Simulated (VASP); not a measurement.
# Al18H4C in VASP: a series of runs

Al18H4C is run at these levels: PBE+D3(BJ); tasks: single point.

Program: VASP 6.6.1. These are calculated values, not measurements. Logs are shortened: lines on timing, memory, paths and dates and some standing lists are left out, and cuts for length are marked.

### Step 1. The cell of the first run

The cell holds a slab with vacuum, 23 atoms: a = 5.728 Å, b = 8.591 Å, c = 17.677 Å, α = 90.00°, β = 90.00°, γ = 60.00°.

### Step 2. Single point, PBE+D3(BJ)

File INCAR:

```
  ALGO = Normal
  EDIFF = 1E-7
  ENCUT = 520
  GGA = PE
  ISIF = 2
  ISMEAR = 0
  IVDW = 12
  LASPH = True
  LCHARG = False
  LREAL = Auto
  LWAVE = False
  NBANDS = 48
  NELM = 60
  PREC = Accurate
  SIGMA = 0.05
```

File KPOINTS:

```
k-points
0
Gamma
  3 2 1
```

File POSCAR:

```
Al18H4C
1.0
    5.7275650000      0.0000000000      0.0000000000
    4.2956740000      7.4403250000      0.0000000000
    0.0000000000      0.0000000000     17.6765370000
Al C H
18 1 4
Direct
    0.1666665958      0.1111111410      0.0565722234
    0.6666666831      0.1111111410      0.0565722234
    0.1666667458      0.4444444295      0.0565722234
    0.6666666585      0.4444444295      0.0565722234
    0.1666666204      0.7777778524      0.0565722234
    0.6666667077      0.7777778524      0.0565722234
   -0.1668494500      0.2222389479      0.1882661180
    0.3332853852      0.2221759130      0.1881330037
   -0.1667441465      0.5555465655      0.1878795603
    0.3332701133      0.5555523448      0.1879863120
   -0.1666396948      0.8887314734      0.1879149745
    0.3333347980      0.8887611764      0.1880454865
   -0.0000270262     -0.0004034770      0.3197259169
    0.5003750146     -0.0005315628      0.3195193154
   -0.0003257559      0.3335490049      0.3195769624
    0.4994547170      0.3335035768      0.3196921433
   -0.0001561003      0.6666618730      0.3190405451
    0.4998942960      0.6667363321      0.3194895018
    0.9108497780      0.6663840625      0.5233775711
    0.7080684550      0.7642365085      0.5036612092
    0.9673759277      0.5334107045      0.5006644118
    1.0545003139      0.7062958943      0.5033647711
    0.9137547049      0.6615915299      0.5853285629
```

Potentials or basis: VASP PAW PBE potentials, release 64 (Al, C, H).

The run is started by

```
> cat potpaw_PBE.64/Al/POTCAR potpaw_PBE.64/C/POTCAR potpaw_PBE.64/H/POTCAR > POTCAR
> mpirun -np 1 vasp_std > vasp.out
```

OUTCAR:

```text
EDIFF = 1E-7
   ENCUT = 520
   GGA = PE
   ISIF = 2
   ISMEAR = 0
   IVDW = 12
   LASPH = True
   LREAL = Auto
   NELM = 60
   PREC = Accurate
 IVDW          = 12

 ion  position               nearest neighbor table
   1  0.167  0.111  0.057-  12 2.85   8 2.85   7 2.86   2 2.86   4 2.86   5 2.86   3 2.86   6 2.86
                             2 2.86
   2  0.667  0.111  0.057-  11 2.85   8 2.85   7 2.85   1 2.86   4 2.86   3 2.86   5 2.86   6 2.86
                             1 2.86
   3  0.167  0.444  0.057-   9 2.85  10 2.85   8 2.85   4 2.86   2 2.86   1 2.86   5 2.86   6 2.86
                             4 2.86
   4  0.667  0.444  0.057-   9 2.85  10 2.85   7 2.86   3 2.86   2 2.86   1 2.86   5 2.86   3 2.86
                             6 2.86
   5  0.167  0.778  0.057-  11 2.85  10 2.85  12 2.85   6 2.86   2 2.86   1 2.86   3 2.86   4 2.86
                             6 2.86
   6  0.667  0.778  0.057-  11 2.85   9 2.85  12 2.85   5 2.86   2 2.86   1 2.86   3 2.86   5 2.86
                             4 2.86
   7  0.833  0.222  0.188-  15 2.85  16 2.85  13 2.85   2 2.85   4 2.86   1 2.86   8 2.86  10 2.86
                             9 2.86   8 2.86  11 2.86  12 2.86
   8  0.333  0.222  0.188-  15 2.85  16 2.85  14 2.85   1 2.85   2 2.85   3 2.85   7 2.86   9 2.86
                            10 2.86   7 2.86  12 2.86  11 2.86
   9  0.833  0.556  0.188-  17 2.85   4 2.85   6 2.85   3 2.85  18 2.85  15 2.85  11 2.86  12 2.86
[... 4 lines left out ...]
                            12 2.86  12 2.86   8 2.86   7 2.86
  12  0.333  0.889  0.188-  18 2.85  14 2.85   5 2.85   6 2.85   1 2.85  13 2.86  10 2.86   9 2.86
                            11 2.86  11 2.86   8 2.86   7 2.86
  13  1.000  1.000  0.320-   7 2.85  12 2.86  11 2.86  17 2.86  18 2.86  14 2.86  14 2.87  16 2.87
                            15 2.87
  14  0.500  0.999  0.320-  12 2.85   8 2.85  11 2.85  18 2.86  17 2.86  13 2.86  13 2.87  16 2.87
                            15 2.87
  15  1.000  0.334  0.320-   7 2.85   8 2.85   9 2.85  16 2.86  17 2.86  18 2.86  16 2.87  13 2.87
                            14 2.87
  16  0.499  0.334  0.320-   7 2.85   8 2.85  10 2.85  17 2.86  15 2.86  18 2.86  15 2.87  14 2.87
                            13 2.87
  17  1.000  0.667  0.319-  10 2.85  11 2.85   9 2.85  14 2.86  13 2.86  16 2.86  15 2.86  18 2.86
                            18 2.86
  18  0.500  0.667  0.319-  12 2.85  10 2.85   9 2.85  14 2.86  13 2.86  15 2.86  17 2.86  16 2.86
                            17 2.86
  19  0.911  0.666  0.523-  23 1.10  20 1.10  21 1.10  22 1.10
  20  0.708  0.764  0.504-  19 1.10
  21  0.967  0.533  0.501-  19 1.10
  22  0.055  0.706  0.503-  19 1.10
  23  0.914  0.662  0.585-  19 1.10

  LATTYP: Found a simple monoclinic cell.
 ALAT       =     5.7275650000
 B/A-ratio  =     3.0862219809
 C/A-ratio  =     1.3228756151
 COS(beta)  =    -0.1889822093

  Lattice vectors:

 A1 = (   5.7275650000,   0.0000000000,   0.0000000000)
 A2 = (   0.0000000000,   0.0000000000, -17.6765370000)
 A3 = (  -1.4318910000,   7.4403250000,   0.0000000000)

Analysis of symmetry for initial positions (statically):
=====================================================================
 Subroutine PRICEL returns:
 Original cell was already a primitive cell.

 Routine SETGRP: Setting up the symmetry group for a
 simple monoclinic supercell.

 Subroutine GETGRP returns: Found  1 space group operations
 (whereof  1 operations were pure point group operations)
 out of a pool of  4 trial point group operations.

The static configuration has the point symmetry C_1 .

Analysis of symmetry for dynamics (positions and initial velocities):
=====================================================================
 Subroutine PRICEL returns:
 Original cell was already a primitive cell.

 Routine SETGRP: Setting up the symmetry group for a
 simple monoclinic supercell.

 Subroutine GETGRP returns: Found  1 space group operations
 (whereof  1 operations were pure point group operations)
 out of a pool of  4 trial point group operations.

The dynamic configuration has the point symmetry C_1 .

 Subroutine INISYM returns: Found  1 space group operations
 (whereof  1 operations are pure point group operations),
 and found     1 'primitive' translations

----------------------------------------------------------------------------------------

                                     Primitive cell

  volume of cell :     753.2847

  direct lattice vectors                    reciprocal lattice vectors
     5.727565000  0.000000000  0.000000000     0.174594265 -0.100802054  0.000000000
     4.295674000  7.440325000  0.000000000     0.000000000  0.134402731  0.000000000
     0.000000000  0.000000000 17.676537000     0.000000000  0.000000000  0.056572167

  length of vectors
     5.727565000  8.591347462 17.676537000     0.201604096  0.134402731  0.056572167

[... 65 lines left out ...]

  Length of vectors
     0.067201365  0.067201366  0.056572167

  Shift w.r.t. Gamma in fractional coordinates (k-lattice)
     0.000000000  0.000000000  0.000000000

 -----------------------------------------------------------------------------
|                                                                             |
|           W    W    AA    RRRRR   N    N  II  N    N   GGGG   !!!           |
|           W    W   A  A   R    R  NN   N  II  NN   N  G    G  !!!           |
|           W    W  A    A  R    R  N N  N  II  N N  N  G       !!!           |
|           W WW W  AAAAAA  RRRRR   N  N N  II  N  N N  G  GGG   !            |
|           WW  WW  A    A  R   R   N   NN  II  N   NN  G    G                |
|           W    W  A    A  R    R  N    N  II  N    N   GGGG   !!!           |
|                                                                             |
|     Your reciprocal lattice and k-lattice belong to different lattice       |
|     classes:                                                                |
|                                                                             |
|        The reciprocal lattice is simple monoclinic,                         |
|        whereas your k-lattice is hexagonal.                                 |
|                                                                             |
|     Results are often still useful ...                                      |
|                                                                             |
 -----------------------------------------------------------------------------

 Subroutine IBZKPT returns following result:
 ===========================================

 Found      4 irreducible k-points:

 Following reciprocal coordinates:
            Coordinates               Weight
  0.000000  0.000000  0.000000      1.000000
  0.333333  0.000000  0.000000      2.000000
  0.000000  0.500000  0.000000      1.000000
  0.333333  0.500000  0.000000      2.000000
   k-points           NKPTS =      4   k-points in BZ     NKDIM =      4   number of bands    NBANDS=     48
   number of dos      NEDOS =    301   number of ions     NIONS =     23
   total plane-waves  NPLWV = 430080
   dimension x,y,z NGX =    48 NGY =   64 NGZ =  140
   dimension x,y,z NGXF=    96 NGYF=  128 NGZF=  280
   ions per type =              18   1   4
   NGX,Y,Z   is equivalent  to a cutoff of  13.93, 12.38, 13.17 a.u.
   NGXF,Y,Z  is equivalent  to a cutoff of  27.86, 24.77, 26.33 a.u.
 SYSTEM =  unknown system
   PREC   = accura    normal or accurate (medium, high low for compatibility)
   ISTART =      0    job   : 0-new  1-cont  2-samecut
   ICHARG =      2    charge: 1-file 2-atom 10-const
   ISPIN  =      1    spin polarized calculation?
   LNONCOLLINEAR =      F non collinear calculations
   LSORBIT =      F    spin-orbit coupling
   LASPH  =      T    aspherical Exc in radial PAW
   ENCUT  =  520.0 eV  38.22 Ry    6.18 a.u.  10.65 15.97 32.87*2*pi/ulx,y,z
   NELM   =     60;   NELMIN=  2; NELMDL= -5     # of ELM steps
   EDIFF  = 0.1E-06   stopping-criterion for ELM
   LREAL  =      T    real-space projection
   EDIFFG = 0.1E-05   stopping-criterion for IOM
   NSW    =      0    number of steps for IOM
   IBRION =     -1    ionic relax: 0-MD 1-quasi-New 2-CG
   NFREE  =      0    steps in history (QN), initial steepest desc. (CG)
   ISIF   =      2    stress and relaxation
   ISYM   =      2    0-nonsym 1-usesym 2-fastsym
   POTIM  = 0.5000    time-step for ionic-motion
   TEBEG  =    0.0;   TEEND  =   0.0 temperature during run
   PSTRESS=    0.0 pullay stress
   NELECT =      62.0000    total number of electrons
   NUPDOWN=      -1.0000    fix difference up-down
   EMIN   =  10.00;   EMAX   =-10.00  energy-range for DOS
   EFERMI =   0.00;   METHOD = LEGACY
   ISMEAR =     0;   SIGMA  =   0.05  broadening in eV -4-tet -1-fermi 0-gaus
   EFERMI_NEDOS =   21; number of points for ismear=-14 and -15
   IALGO  =     38    algorithm
   IMIX   =      4    mixing-type and parameters
     AMIX     =   0.40;   BMIX     =  1.00
     AMIX_MAG =   1.60;   BMIX_MAG =  1.00
  volume/ion in A,a.u.               =      32.75       221.02
  Fermi-wavevector in a.u.,A,eV,Ry     =   0.712119  1.345709  6.899691  0.507113
  Thomas-Fermi vector in A             =   1.799410
   LORBIT       =      0    0 simple, 1 ext, 2 COOP (PROOUT), +10 PAW based schemes
   GGA     = PE    functional components
   LHFCALC =     F    Hartree Fock is set to
   AEXX    =    0.0000 exact exchange contribution
   IVDW    =    12    specifies the selected vdW correction
   LEPSILON=     F    determine dielectric tensor
   LRPA    =     F    only Hartree local field effects (RPA)
 non-spin polarized calculation
 Gauss-broadening in eV      SIGMA  =   0.05
  energy-cutoff  :      520.00
  volume of cell :      753.28
 maximum number of plane-waves:     20332
 NGX is ok and might be reduce to    42
   NGX = 21   NGY = 31   NGZ = 65

 number of electron      62.0000001 magnetization

 Free energy of the ion-electron system (eV)
  ---------------------------------------------------
  ext. energy  EPLUGINS =         0.00000000
  ---------------------------------------------------
  free energy    TOTEN  =       -87.41693358 eV

  energy without entropy =      -87.39374175  energy(sigma->0) =      -87.40533766

 E-fermi :   0.7344     XC(G=0):  -5.4921

 val. band max:        0.6885727580   @ k =   0.3333   0.5000   0.0000
 cond. band min:       0.8150921768   @ k =   0.0000   0.0000   0.0000
 fundamental gap:      0.1265194187
 Fermi energy:         0.7343919719

 k-point     1 :       0.0000    0.0000    0.0000
  band No.  band energies     occupation
      1     -12.1917      2.00000
      2      -9.5549      2.00000
      3      -7.7546      2.00000
      4      -6.9150      2.00000
      5      -6.9133      2.00000
      6      -5.1917      2.00000
[... 173 lines left out ...]
     42       3.3359      0.00000
     43       3.3394      0.00000
 [bands above 43 left out]

------------------------ aborting loop because EDIFF is reached ----------------------------------------

 Edisp (eV)   -4.27972

 E8    (eV) :    -1.9616

  FORCE on cell =-STRESS in cart. coord.  units (eV):
  Direction    XX          YY          ZZ          XY          YZ          ZX
  --------------------------------------------------------------------------------------
  -------------------------------------------------------------------------------------
  Total     -11.38817   -11.35706    -0.17791     0.01189     0.01003     0.01278
  in kB     -24.22174   -24.15558    -0.37841     0.02528     0.02134     0.02717
  external pressure =      -16.25 kB  Pullay stress =        0.00 kB

 VOLUME and BASIS-vectors are now :
 -----------------------------------------------------------------------------
  energy-cutoff  :      520.00
  volume of cell :      753.28
      direct lattice vectors                 reciprocal lattice vectors
     5.727565000  0.000000000  0.000000000     0.174594265 -0.100802054  0.000000000
     4.295674000  7.440325000  0.000000000     0.000000000  0.134402731  0.000000000
     0.000000000  0.000000000 17.676537000     0.000000000  0.000000000  0.056572167

 POSITION                                       TOTAL-FORCE (eV/Angst)
 -----------------------------------------------------------------------------------
      1.43189      0.82670      1.00000         0.003838      0.001040      0.009568
      4.29567      0.82670      1.00000        -0.003197     -0.000549      0.007627
      2.86378      3.30681      1.00000        -0.002103     -0.000043     -0.001121
      5.72757      3.30681      1.00000        -0.000284      0.006139      0.003173
      4.29567      5.78692      1.00000         0.001505     -0.004147     -0.000928
      7.15946      5.78692      1.00000        -0.001668     -0.001985     -0.005841
[... 15 lines left out ...]
      3.34617      5.25507      8.89775         0.021300      0.006001     -0.006868
      8.07557      4.92246     10.34658         0.000441     -0.001372      0.023537
 -----------------------------------------------------------------------------------
    total drift:                               -0.002825      0.008969     -0.012471

  FREE ENERGIE OF THE ION-ELECTRON SYSTEM (eV)
  ---------------------------------------------------
  free  energy   TOTEN  =       -91.6966576307 eV

  energy  without entropy=      -91.6734657983  energy(sigma->0) =      -91.68506171
```

Run time: 4 min. Hardware: 1 thread of Intel Xeon 6975P-C (Granite Rapids), shared host; peak memory 0.82 GiB.

Results:

| Quantity | Value |
| --- | --- |
| Free energy | -91.6967 eV |
| Largest force | 0.024 eV/Å |
| Band gap on the k mesh | zero (filled and empty bands touch) |
| Dispersion energy per atom | -0.186 eV |

Forces on the atoms (eV/Å):
```
Al   0.004  0.001  0.010
Al  -0.003 -0.001  0.008
Al  -0.002  0.000 -0.001
Al   0.000  0.006  0.003
Al   0.002 -0.004 -0.001
Al  -0.002 -0.002 -0.006
Al  -0.001  0.001  0.002
Al  -0.002  0.000  0.001
Al   0.002 -0.001  0.002
Al   0.002 -0.001  0.002
Al   0.001  0.000  0.002
Al   0.001  0.000  0.001
Al   0.000  0.001 -0.003
Al  -0.001  0.001 -0.002
Al  -0.002 -0.001 -0.004
Al  -0.001 -0.001 -0.003
Al   0.003 -0.001 -0.003
Al   0.002  0.000 -0.003
C   -0.003  0.003 -0.006
H   -0.015  0.015 -0.007
H   -0.005 -0.020 -0.008
H    0.021  0.006 -0.007
H    0.000 -0.001  0.024
```

Levels at points of the mesh, in eV from the Fermi level:
```tsv
k point	band 27	band 28	band 29	band 30	band 31	band 32	band 33	band 34	band 35	band 36
(0.00, 0.00, 0.00)	-0.37	-0.37	-0.12	-0.05	-0.05	0.08	0.16	0.16	0.77	1.46
(0.00, 0.50, 0.00)	-1.26	-1.26	-0.13	-0.12	-0.05	-0.05	0.08	0.08	1.36	1.40
```

Caveat: the k points lie up to 0.42 Å⁻¹ apart.

### Step 3. Single point, PBE+D3(BJ)

File INCAR:

```
SYSTEM = Al18H4C
PREC = Accurate
ENCUT = 520
EDIFF = 1E-6
ISMEAR = 0
SIGMA = 0.05
LREAL = Auto
LASPH = .TRUE.
NELM = 80
ALGO = Normal
ISIF = 2
LWAVE = .FALSE.
LCHARG = .FALSE.
GGA = PE
IVDW = 12
NBANDS = 48
```

File KPOINTS:

```
regular mesh
0
G
  3 2 1
  0 0 0
```

File POSCAR:

```
Al18H4C
1.0
    5.7275650000      0.0000000000      0.0000000000
    4.2956740000      7.4403250000      0.0000000000
    0.0000000000      0.0000000000     17.6765370000
Al C H
18 1 4
Direct
    0.1666665958      0.1111111410      0.0565722234
    0.6666666831      0.1111111410      0.0565722234
    0.1666667458      0.4444444295      0.0565722234
    0.6666666585      0.4444444295      0.0565722234
    0.1666666204      0.7777778524      0.0565722234
    0.6666667077      0.7777778524      0.0565722234
   -0.1668687087      0.2223107190      0.1882756221
    0.3333257142      0.2222767151      0.1881389437
   -0.1667732621      0.5556773394      0.1878668316
    0.3333542470      0.5555777469      0.1879017932
   -0.1666331857      0.8887639989      0.1878498600
    0.3334307345      0.8888150719      0.1880380756
    0.0001064358     -0.0004485019      0.3196363632
    0.5004277345     -0.0004333144      0.3195100375
   -0.0002608256      0.3337038369      0.3195849391
    0.4995989586      0.3336006156      0.3196037210
   -0.0000080833      0.6667804162      0.3188737138
    0.5000010860      0.6668837719      0.3194773388
    0.9953901907      0.6644549801      0.5211410470
    0.7932390087      0.7600630349      0.5001714420
    1.0543684030      0.5295088588      0.5003655411
    1.1390885610      0.7035762551      0.5003801932
    0.9949551383      0.6646674708      0.5831315263
```

Potentials or basis: VASP PAW PBE potentials, release 64 (Al, C, H).

The run is started by

```
> cat potpaw_PBE.64/Al/POTCAR potpaw_PBE.64/C/POTCAR potpaw_PBE.64/H/POTCAR > POTCAR
> mpirun -np 1 vasp_std > vasp.out
```

Run time: 4 min. Hardware: 1 thread of Intel Xeon 6975P-C (Granite Rapids), shared host; peak memory 0.82 GiB.

It converged, with:

```
Free energy                : -91.6972 eV
Largest force              : 0.021 eV/Å
Band gap on the k mesh     : zero (filled and empty bands touch)
Dispersion energy per atom : -0.186 eV
```

Forces on the atoms (eV/Å):
```
Al   0.004  0.000  0.011
Al  -0.003  0.000  0.006
Al  -0.001  0.001 -0.003
Al  -0.001  0.007  0.001
Al   0.004 -0.004 -0.004
Al  -0.003 -0.002 -0.008
Al  -0.001 -0.001  0.000
Al  -0.002 -0.001 -0.001
Al   0.002 -0.002  0.002
Al   0.002 -0.001  0.002
Al   0.001  0.002  0.000
Al   0.000  0.000  0.000
Al  -0.001  0.002 -0.001
Al   0.000  0.003 -0.002
Al  -0.001 -0.002 -0.003
Al  -0.002 -0.001 -0.002
Al   0.003  0.000 -0.004
Al   0.001 -0.001 -0.004
C   -0.002  0.001  0.000
H   -0.013  0.012 -0.003
H   -0.005 -0.019 -0.004
H    0.019  0.005 -0.004
H   -0.001  0.000  0.021
```

Levels at points of the mesh, in eV from the Fermi level:
| k point | band 27 | band 28 | band 29 | band 30 | band 31 | band 32 | band 33 | band 34 | band 35 | band 36 |
| --- | --- | --- | --- | --- | --- | --- | --- | --- | --- | --- |
| (0.00, 0.00, 0.00) | -0.37 | -0.37 | -0.12 | -0.05 | -0.05 | 0.08 | 0.16 | 0.16 | 0.77 | 1.46 |
| (0.00, 0.50, 0.00) | -1.26 | -1.26 | -0.13 | -0.12 | -0.05 | -0.05 | 0.08 | 0.08 | 1.36 | 1.40 |

Caveat: the k points lie up to 0.42 Å⁻¹ apart.
